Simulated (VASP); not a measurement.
Here is a VASP 6.6.1 calculation.

Contents of INCAR:

```
  PREC = Accurate
  ENCUT = 520
  EDIFF = 1E-6
  ISMEAR = 0
  SIGMA = 0.005
  LREAL = F
  LASPH = T
  NELM = 150
  ALGO = Normal
  ISIF = 2
  LWAVE = F
  LCHARG = F
  ISPIN = 2
  MAGMOM = 1 0
  LORBIT = 11
  GGA = PE
  IVDW = 12
  IBRION = 2
  NSW = 100
  EDIFFG = -0.01
  ISYM = 0
```

KPOINTS

```
Automatic mesh
0
Gamma
  1 1 1
```

The input POSCAR:

```
HC
1.0
   15.0000000000      0.0000000000      0.0000000000
    0.0000000000     15.5000000000      0.0000000000
    0.0000000000      0.0000000000     16.0000000000
C H
1 1
Direct
    0.5017982093      0.4990469909      0.4667333543
    0.4982017907      0.5009530091      0.5332666457
```

Potentials or basis: VASP PAW PBE potentials, release 64 (C, H).

Run with:

```console
$ cat potpaw_PBE.64/C/POTCAR potpaw_PBE.64/H/POTCAR > POTCAR
$ mpirun -np 1 vasp_gam > vasp.out
```

(1) Predict the dispersion energy per atom.

(2) Predict the net moment.

(3) Estimate the site moments.

## Answers

(1) -0.003 eV.

(2) 1.00 μB per cell.

(3) C +0.49; H -0.00 μB.
